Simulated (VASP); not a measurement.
# SnSe2 (P-3m1) in VASP: settings compared

The runs below take SnSe2 through single point, with PBE, LDA, r2SCAN.

Program: VASP 6.6.1. These are calculated values, not measurements. Logs are shortened: lines on timing, memory, paths and dates and some standing lists are left out, and cuts for length are marked.

### 1 The cell of the first run

The structure is trigonal, space group P-3m1 (No. 164). Conventional cell: a = 3.825 Å, b = 3.825 Å, c = 6.227 Å, α = 90.00°, β = 90.00°, γ = 120.00°. Sn (site symmetry -3m) has 6 Se at 2.71 Å within 3.6 Å. Within 3.6 Å of Se (site symmetry 3m) lie 3 Sn at 2.71 Å.

### 2 Single point, PBE

Contents of INCAR:

```
ALGO = Normal
EDIFF = 1E-7
ENCUT = 520
GGA = PE
ISIF = 2
ISMEAR = 0
LASPH = True
LCHARG = False
LREAL = False
LWAVE = False
NBANDS = 20
NELM = 100
PREC = Accurate
SIGMA = 0.01
```

Contents of KPOINTS:

```
k-points
0
Gamma
  6 6 2
```

Contents of POSCAR:

```
SnSe2
1.0
    3.8251638408      0.0000000000      0.0000000000
   -1.9125819204      3.3126890598      0.0000000000
    0.0000000000      0.0000000000      6.2270561224
Sn Se
1 2
Direct
    0.0000000000      0.0000000000      0.0000000000
    0.3333333333      0.6666666667      0.2530760438
    0.6666666667      0.3333333333      0.7469239562
```

Potentials or basis: VASP PAW PBE potentials, release 64 (Sn_d, Se).

Launch:

```
> cat potpaw_PBE.64/Sn_d/POTCAR potpaw_PBE.64/Se/POTCAR > POTCAR
> mpirun -np 1 vasp_std > vasp.out
```

OUTCAR:

```text
EDIFF = 1E-7
   ENCUT = 520
   GGA = PE
   ISIF = 2
   ISMEAR = 0
   LASPH = True
   LREAL = False
   NELM = 100
   PREC = Accurate

 ion  position               nearest neighbor table
   1  0.000  0.000  0.000-   2 2.71   3 2.71   3 2.71   2 2.71   3 2.71   2 2.71
   2  0.333  0.667  0.253-   1 2.71   1 2.71   1 2.71
   3  0.667  0.333  0.747-   1 2.71   1 2.71   1 2.71

  LATTYP: Found a hexagonal cell.
 ALAT       =     3.8251638408
 C/A-ratio  =     1.6279187981

  Lattice vectors:

 A1 = (   3.8251638408,   0.0000000000,   0.0000000000)
 A2 = (  -1.9125819204,   3.3126890598,   0.0000000000)
 A3 = (   0.0000000000,   0.0000000000,   6.2270561224)

Analysis of symmetry for initial positions (statically):
=====================================================================
 Subroutine PRICEL returns:
 Original cell was already a primitive cell.

 Routine SETGRP: Setting up the symmetry group for a
 hexagonal supercell.

 Subroutine GETGRP returns: Found 12 space group operations
 (whereof 12 operations were pure point group operations)
 out of a pool of 24 trial point group operations.

The static configuration has the point symmetry D_3d.

Analysis of symmetry for dynamics (positions and initial velocities):
=====================================================================
 Subroutine PRICEL returns:
 Original cell was already a primitive cell.

 Routine SETGRP: Setting up the symmetry group for a
 hexagonal supercell.

 Subroutine GETGRP returns: Found 12 space group operations
 (whereof 12 operations were pure point group operations)
 out of a pool of 24 trial point group operations.

The dynamic configuration has the point symmetry D_3d.

 Subroutine INISYM returns: Found 12 space group operations
 (whereof 12 operations are pure point group operations),
 and found     1 'primitive' translations

----------------------------------------------------------------------------------------

                                     Primitive cell

  volume of cell :      78.9066

  direct lattice vectors                    reciprocal lattice vectors
     3.825163841  0.000000000  0.000000000     0.261426710  0.150934782  0.000000000
[... 69 lines left out ...]
   ISTART =      0    job   : 0-new  1-cont  2-samecut
   ICHARG =      2    charge: 1-file 2-atom 10-const
   ISPIN  =      1    spin polarized calculation?
   LNONCOLLINEAR =      F non collinear calculations
   LSORBIT =      F    spin-orbit coupling
   LASPH  =      T    aspherical Exc in radial PAW
   ENCUT  =  520.0 eV  38.22 Ry    6.18 a.u.   7.11  7.11 11.58*2*pi/ulx,y,z
   NELM   =    100;   NELMIN=  2; NELMDL= -5     # of ELM steps
   EDIFF  = 0.1E-06   stopping-criterion for ELM
   LREAL  =      F    real-space projection
   EDIFFG = 0.1E-05   stopping-criterion for IOM
   NSW    =      0    number of steps for IOM
   IBRION =     -1    ionic relax: 0-MD 1-quasi-New 2-CG
   NFREE  =      0    steps in history (QN), initial steepest desc. (CG)
   ISIF   =      2    stress and relaxation
   ISYM   =      2    0-nonsym 1-usesym 2-fastsym
   POTIM  = 0.5000    time-step for ionic-motion
   TEBEG  =    0.0;   TEEND  =   0.0 temperature during run
   PSTRESS=    0.0 pullay stress
   NELECT =      26.0000    total number of electrons
   NUPDOWN=      -1.0000    fix difference up-down
   EMIN   =  10.00;   EMAX   =-10.00  energy-range for DOS
   EFERMI =   0.00;   METHOD = LEGACY
   ISMEAR =     0;   SIGMA  =   0.01  broadening in eV -4-tet -1-fermi 0-gaus
   EFERMI_NEDOS =   21; number of points for ismear=-14 and -15
   IALGO  =     38    algorithm
   IMIX   =      4    mixing-type and parameters
     AMIX     =   0.40;   BMIX     =  1.00
     AMIX_MAG =   1.60;   BMIX_MAG =  1.00
  volume/ion in A,a.u.               =      26.30       177.50
  Fermi-wavevector in a.u.,A,eV,Ry     =   1.130737  2.136782 17.395936  1.278565
  Thomas-Fermi vector in A             =   2.267434
   LORBIT       =      0    0 simple, 1 ext, 2 COOP (PROOUT), +10 PAW based schemes
   GGA     = PE    functional components
   LHFCALC =     F    Hartree Fock is set to
   AEXX    =    0.0000 exact exchange contribution
   IVDW    =     0    specifies the selected vdW correction
   LEPSILON=     F    determine dielectric tensor
   LRPA    =     F    only Hartree local field effects (RPA)
 non-spin polarized calculation
 Gauss-broadening in eV      SIGMA  =   0.01
  energy-cutoff  :      520.00
  volume of cell :       78.91
 maximum number of plane-waves:      2148
   NGX = 15   NGY = 15   NGZ = 23

 number of electron      26.0000000 magnetization

 Free energy of the ion-electron system (eV)
  ---------------------------------------------------
  ext. energy  EPLUGINS =         0.00000000
  ---------------------------------------------------
  free energy    TOTEN  =       -11.81978051 eV

  energy without entropy =      -11.81978051  energy(sigma->0) =      -11.81978051

 E-fermi :   4.0130     XC(G=0):  -9.3735

 val. band max:        3.8906459909   @ k =   0.1667  -0.0000   0.0000
 cond. band min:       4.6784408743   @ k =   0.5000   0.0000   0.5000
 fundamental gap:      0.7877948833
 Fermi energy:         4.0130199010

 k-point     1 :       0.0000    0.0000    0.0000
  band No.  band energies     occupation
      1     -17.2853      2.00000
      2     -17.2853      2.00000
      3     -17.2498      2.00000
      4     -17.2375      2.00000
      5     -17.2375      2.00000
      6      -9.8304      2.00000
[... 311 lines left out ...]
     19      13.0744      0.00000
     20      13.0958      0.00000

------------------------ aborting loop because EDIFF is reached ----------------------------------------

  FORCE on cell =-STRESS in cart. coord.  units (eV):
  Direction    XX          YY          ZZ          XY          YZ          ZX
  --------------------------------------------------------------------------------------
  -------------------------------------------------------------------------------------
  Total        1.4890906      1.4890906      1.4055098     -0.0000000      0.0000000     -0.0000000
  in kB       30.2355724     30.2355724     28.5384880     -0.0000000      0.0000000     -0.0000000
  external PRESSURE =      29.6698776 kB  Pullay stress =       0.0000000 kB

 VOLUME and BASIS-vectors are now :
 -----------------------------------------------------------------------------
  energy-cutoff  :      520.00
  volume of cell :       78.91
      direct lattice vectors                 reciprocal lattice vectors
     3.825163841  0.000000000  0.000000000     0.261426710  0.150934782  0.000000000
    -1.912581920  3.312689060  0.000000000     0.000000000  0.301869563  0.000000000
     0.000000000  0.000000000  6.227056122     0.000000000  0.000000000  0.160589527

 POSITION                                       TOTAL-FORCE (eV/Angst)
 -----------------------------------------------------------------------------------
      0.00000      0.00000      0.00000         0.000000      0.000000      0.000000
     -0.00000      2.20846      1.57592         0.000000     -0.000000      0.263450
      1.91258      1.10423      4.65114        -0.000000      0.000000     -0.263450
 -----------------------------------------------------------------------------------
    total drift:                               -0.000000      0.000000      0.000000

  FREE ENERGIE OF THE ION-ELECTRON SYSTEM (eV)
  ---------------------------------------------------
  free  energy   TOTEN  =       -11.8197805097 eV

  energy  without entropy=      -11.8197805097  energy(sigma->0) =      -11.81978051
```

OSZICAR:

```text
N       E                     dE             d eps       ncg     rms          rms(c)
DAV:   1     0.210015461158E+03    0.21002E+03   -0.12165E+04   580   0.147E+03
DAV:   2     0.128302519505E+02   -0.19719E+03   -0.18944E+03   592   0.406E+02
DAV:   3    -0.112357053688E+02   -0.24066E+02   -0.23504E+02   676   0.115E+02
DAV:   4    -0.120637135040E+02   -0.82801E+00   -0.82682E+00   688   0.226E+01
DAV:   5    -0.120818488462E+02   -0.18135E-01   -0.18134E-01   776   0.352E+00    0.497E+00
DAV:   6    -0.118360084053E+02    0.24584E+00   -0.51165E-01   848   0.731E+00    0.319E+00
DAV:   7    -0.118191825099E+02    0.16826E-01   -0.15204E-01   664   0.244E+00    0.102E+00
DAV:   8    -0.118192282300E+02   -0.45720E-04   -0.11969E-02   720   0.102E+00    0.276E-01
DAV:   9    -0.118197393065E+02   -0.51108E-03   -0.15306E-03   632   0.296E-01    0.836E-02
DAV:  10    -0.118197486308E+02   -0.93243E-05   -0.11736E-04   752   0.747E-02    0.331E-02
DAV:  11    -0.118197795375E+02   -0.30907E-04   -0.44415E-05   612   0.369E-02    0.822E-03
DAV:  12    -0.118197797438E+02   -0.20633E-06   -0.24589E-06   760   0.113E-02    0.619E-03
DAV:  13    -0.118197803359E+02   -0.59211E-06   -0.22291E-06   608   0.814E-03    0.269E-03
DAV:  14    -0.118197804380E+02   -0.10211E-06   -0.41367E-08   512   0.130E-03    0.137E-03
DAV:  15    -0.118197805097E+02   -0.71656E-07   -0.26399E-08   468   0.119E-03
   1 F= -.11819781E+02 E0= -.11819781E+02  d E =-.431540E-68
```

Wall time 14 s (1 thread of Intel Xeon Platinum 8559C (Emerald Rapids), shared host); peak memory 0.18 GiB.

Results:

```yaml
Free_energy: -11.8198 eV
Pressure: 3.0 GPa
Largest_force: 0.263 eV/Å
Band_gap_on_the_k_mesh: 0.79 eV, indirect (least direct gap 1.12 eV)
```

Forces on the atoms (eV/Å):
```
Sn   0.000  0.000  0.000
Se   0.000  0.000  0.263
Se   0.000  0.000 -0.263
```

Caveat: the k points lie up to 0.50 Å⁻¹ apart; spin-orbit coupling is left out, which moves the levels of the heavy elements; this functional lacks dispersion, which binds the layers, so the pressure and a relaxed spacing across them are unreliable.

### 3 Single point, PBE

Contents of INCAR:

```
SYSTEM = SnSe2
PREC = Accurate ; ENCUT = 520
EDIFF = 1E-7 ; ISMEAR = 0
SIGMA = 0.01 ; LREAL = .False.
LASPH = .True. ; NELM = 60
ALGO = Normal ; ISIF = 2
LWAVE = .False. ; LCHARG = .False.
GGA = PE ; NBANDS = 20
```

Contents of KPOINTS:

```
Automatic mesh
0
Gamma
  6 6 2
  0 0 0
```

POSCAR is that of step 2.

Potentials or basis: VASP PAW PBE potentials, release 64 (Sn_d, Se).

Launch:

```
> cat potpaw_PBE.64/Sn_d/POTCAR potpaw_PBE.64/Se/POTCAR > POTCAR
> mpirun -np 1 vasp_std > vasp.out
```

It took 14 s on 1 thread of Intel Xeon Platinum 8559C (Emerald Rapids), shared host; peak memory 0.19 GiB.

Results (log left out):

| Quantity | Value |
| --- | --- |
| Free energy | -11.8198 eV |
| Pressure | 3.0 GPa |
| Largest force | 0.263 eV/Å |
| Band gap on the k mesh | 0.79 eV, indirect (least direct gap 1.12 eV) |

Forces in eV/Å, atoms in the order of the input:
```
Sn   0.000  0.000  0.000
Se   0.000  0.000  0.263
Se   0.000  0.000 -0.263
```

Stress tensor (GPa, compression positive):
```
3.02 0.00 0.00
0.00 3.02 0.00
0.00 0.00 2.85
```

Levels at points of the mesh, in eV from the valence-band top:
```
           k point  band 10  band 11  band 12  band 13  band 14  band 15  band 16  band 17
(0.00, 0.00, 0.00)    -0.52    -0.25    -0.25    -0.07     1.05     3.12     4.70     4.70
(0.50, 0.00, 0.00)    -2.84    -2.42    -1.20    -0.22     1.20     3.80     5.37     5.43
(0.00, 0.00, 0.50)    -0.61    -0.61    -0.09    -0.09     2.49     3.03     4.44     4.44
(0.50, 0.00, 0.50)    -2.25    -1.94    -0.78    -0.61     0.79     4.22     4.78     5.85
```

Caveat: the k points lie up to 0.50 Å⁻¹ apart; spin-orbit coupling is left out, which moves the levels of the heavy elements; this functional lacks dispersion, which binds the layers, so the pressure and a relaxed spacing across them are unreliable.

### 4 Single point, PBE

Contents of INCAR:

```
SYSTEM = SnSe2
PREC = Accurate
ENCUT = 520
EDIFF = 1E-6
ISMEAR = -1
SIGMA = 0.02
LREAL = .False.
LASPH = .True.
NELM = 60
ALGO = Normal
ISIF = 2
LWAVE = .False.
LCHARG = .True.
GGA = PE
LELF = .True.
LVHAR = .True.
NBANDS = 20
```

Contents of KPOINTS:

```
regular mesh
0
Gamma
  12 12 4
  0 0 0
```

POSCAR is that of step 3.

Potentials or basis: VASP PAW PBE potentials, release 64 (Sn_d, Se).

Launch:

```
> cat potpaw_PBE.64/Sn_d/POTCAR potpaw_PBE.64/Se/POTCAR > POTCAR
> mpirun -np 1 vasp_std > vasp.out
```

OUTCAR:

```text
SYSTEM = SnSe2
   PREC = Accurate
   ENCUT = 520
   EDIFF = 1E-6
   ISMEAR = -1
   LREAL = .False.
   LASPH = .True.
   NELM = 60
   ISIF = 2
   GGA = PE

 ion  position               nearest neighbor table
   1  0.000  0.000  0.000-   2 2.71   3 2.71   3 2.71   2 2.71   3 2.71   2 2.71
   2  0.333  0.667  0.253-   1 2.71   1 2.71   1 2.71
   3  0.667  0.333  0.747-   1 2.71   1 2.71   1 2.71

  LATTYP: Found a hexagonal cell.
 ALAT       =     3.8251638408
 C/A-ratio  =     1.6279187981

  Lattice vectors:

 A1 = (   3.8251638408,   0.0000000000,   0.0000000000)
 A2 = (  -1.9125819204,   3.3126890598,   0.0000000000)
 A3 = (   0.0000000000,   0.0000000000,   6.2270561224)

Analysis of symmetry for initial positions (statically):
=====================================================================
 Subroutine PRICEL returns:
 Original cell was already a primitive cell.

 Routine SETGRP: Setting up the symmetry group for a
 hexagonal supercell.

 Subroutine GETGRP returns: Found 12 space group operations
[... 157 lines left out ...]

 Free energy of the ion-electron system (eV)
  ---------------------------------------------------
  ext. energy  EPLUGINS =         0.00000000
  ---------------------------------------------------
  free energy    TOTEN  =       -11.82419123 eV

  energy without entropy =      -11.82419123  energy(sigma->0) =      -11.82419123

 E-fermi :   4.3103     XC(G=0):  -9.3752

 val. band max:        3.9405547875   @ k =   0.0833   0.0833   0.0000
 cond. band min:       4.6762627164   @ k =   0.5000   0.0000   0.5000
 fundamental gap:      0.7357079289
 Fermi energy:         4.3102935664

 k-point     1 :       0.0000    0.0000    0.0000
  band No.  band energies     occupation
      1     -17.2867      2.00000
      2     -17.2867      2.00000
      3     -17.2498      2.00000
      4     -17.2381      2.00000
      5     -17.2381      2.00000
      6      -9.8328      2.00000
[... 541 lines left out ...]
     19      11.9751      0.00000
     20      12.8824      0.00000

 [... further k-points ...]
[... 5 lines left out ...]
  --------------------------------------------------------------------------------------
  -------------------------------------------------------------------------------------
  Total        1.4301139      1.4301139      1.5198770      0.0000000      0.0000000      0.0000000
  in kB       29.0380672     29.0380672     30.8606830      0.0000000      0.0000000      0.0000000
  external PRESSURE =      29.6456058 kB  Pullay stress =       0.0000000 kB

 VOLUME and BASIS-vectors are now :
 -----------------------------------------------------------------------------
  energy-cutoff  :      520.00
  volume of cell :       78.91
      direct lattice vectors                 reciprocal lattice vectors
     3.825163841  0.000000000  0.000000000     0.261426710  0.150934782  0.000000000
    -1.912581920  3.312689060  0.000000000     0.000000000  0.301869563  0.000000000
     0.000000000  0.000000000  6.227056122     0.000000000  0.000000000  0.160589527

 POSITION                                       TOTAL-FORCE (eV/Angst)
 -----------------------------------------------------------------------------------
      0.00000      0.00000      0.00000         0.000000      0.000000      0.000000
     -0.00000      2.20846      1.57592        -0.000000      0.000000      0.275204
      1.91258      1.10423      4.65114         0.000000     -0.000000     -0.275204
 -----------------------------------------------------------------------------------
    total drift:                               -0.000000      0.000000      0.000000

  FREE ENERGIE OF THE ION-ELECTRON SYSTEM (eV)
  ---------------------------------------------------
  free  energy   TOTEN  =       -11.8241912341 eV

  energy  without entropy=      -11.8241912339  energy(sigma->0) =      -11.82419123
```

OSZICAR:

```text
N       E                     dE             d eps       ncg     rms          rms(c)
DAV:   1     0.205694985373E+03    0.20569E+03   -0.12208E+04  2824   0.149E+03
DAV:   2     0.115223399336E+02   -0.19417E+03   -0.18675E+03  2964   0.388E+02
DAV:   3    -0.112739081391E+02   -0.22796E+02   -0.22246E+02  3324   0.114E+02
DAV:   4    -0.120663616502E+02   -0.79245E+00   -0.79117E+00  3304   0.224E+01
DAV:   5    -0.120855549507E+02   -0.19193E-01   -0.19192E-01  3828   0.362E+00    0.497E+00
DAV:   6    -0.118404630366E+02    0.24509E+00   -0.51310E-01  4156   0.736E+00    0.320E+00
DAV:   7    -0.118236634808E+02    0.16800E-01   -0.15173E-01  3236   0.242E+00    0.102E+00
DAV:   8    -0.118236578649E+02    0.56159E-05   -0.11869E-02  3468   0.102E+00    0.276E-01
DAV:   9    -0.118241529237E+02   -0.49506E-03   -0.15141E-03  3128   0.295E-01    0.844E-02
DAV:  10    -0.118241611974E+02   -0.82737E-05   -0.11855E-04  3656   0.749E-02    0.335E-02
DAV:  11    -0.118241910794E+02   -0.29882E-04   -0.43772E-05  3032   0.367E-02    0.821E-03
DAV:  12    -0.118241912341E+02   -0.15476E-06   -0.23794E-06  3100   0.112E-02
   1 F= -.11824191E+02 E0= -.11824191E+02  d E =-.260085E-09
```

Wall time 42 s (1 thread of Intel Xeon Platinum 8559C (Emerald Rapids), shared host); peak memory 0.25 GiB.

Results:

| Quantity | Value |
| --- | --- |
| Free energy | -11.8242 eV |
| Pressure | 3.0 GPa |
| Largest force | 0.275 eV/Å |
| Band gap on the k mesh | 0.74 eV, indirect (least direct gap 1.12 eV) |

Forces on the atoms (eV/Å):
```
Sn   0.000  0.000  0.000
Se   0.000  0.000  0.275
Se   0.000  0.000 -0.275
```

Stress tensor (GPa, compression positive):
```
2.90 0.00 0.00
0.00 2.90 0.00
0.00 0.00 3.09
```

Caveat: spin-orbit coupling is left out, which moves the levels of the heavy elements; this functional lacks dispersion, which binds the layers, so the pressure and a relaxed spacing across them are unreliable. A k mesh can miss the band edges.

(Continued in part 2 of 2.)
